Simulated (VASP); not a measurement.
Set up this calculation in VASP 6.6.1, as the native input.

```
Task                   : single point
Functional             : r2SCAN
Potentials or basis    : VASP PAW PBE potentials, release 64 (Al, P)
Cutoff                 : 550 eV
k mesh                 : 10 × 10 × 10
Occupations            : fermi-dirac, width 0.02 eV
Spin                   : no spin polarisation
Dipole correction      : no
Further INCAR settings : ALGO = Normal; EDIFF = 1e-06; NBANDS = 11
```

AlP:

```
CELL_PARAMETERS angstrom
0.00000 2.79285 2.79285
2.79285 0.00000 2.79285
2.79285 2.79285 0.00000
ATOMIC_POSITIONS crystal
Al 0.00000 0.00000 0.00000
P 0.25000 0.25000 0.25000
```

One way to write it, as run:

POSCAR

```
AlP
1.0
    0.0000000000      2.7928547900      2.7928547900
    2.7928547900      0.0000000000      2.7928547900
    2.7928547900      2.7928547900      0.0000000000
Al P
1 1
Direct
    0.0000000000      0.0000000000      0.0000000000
    0.2500000000      0.2500000000      0.2500000000
```

INCAR.step1

```
SYSTEM = AlP
  PREC = Accurate
  ENCUT = 550
  ISMEAR = -1
  SIGMA = 0.02
  LREAL = .False.
  LASPH = .True.
  NELM = 120
  NBANDS = 11
  GGA = PE
  ALGO = Normal
  EDIFF = 1E-5
  LWAVE = .True.
  LCHARG = .False.
  GGA_COMPAT = .False.
```

INCAR.step2

```
SYSTEM = AlP
  PREC = Accurate
  ENCUT = 550
  EDIFF = 1E-6
  ISMEAR = -1
  SIGMA = 0.02
  LREAL = .False.
  LASPH = .True.
  NELM = 120
  ALGO = Normal
  ISIF = 2
  LWAVE = .False.
  LCHARG = .False.
  METAGGA = R2SCAN
  LMIXTAU = .True.
  NBANDS = 11
  ISTART = 1
  GGA_COMPAT = .False.
```

KPOINTS

```
Automatic mesh
0
Gamma
  10 10 10
  0 0 0
```

Potentials or basis: VASP PAW PBE potentials, release 64 (Al, P).

Launch:

```console
$ cat potpaw_PBE.64/Al/POTCAR potpaw_PBE.64/P/POTCAR > POTCAR
$ cp INCAR.step1 INCAR
$ mpirun -np 1 vasp_std > vasp.out
$ cp INCAR.step2 INCAR
$ mpirun -np 1 vasp_std > vasp.out
```

It gave:

- Pressure: -4.9 GPa
- Band gap on the k mesh: 2.03 eV (least direct gap 3.38 eV)

Caveat: the cell stands under tension; the PAW data sets were made with another functional, which shifts forces and pressure a little.

Wall time 89 s on 1 thread of Intel(R) Xeon(R) Platinum 8259CL CPU @ 2.50GHz (Skylake/Cascade Lake), with other jobs on the host, peak memory 0.17 GiB.
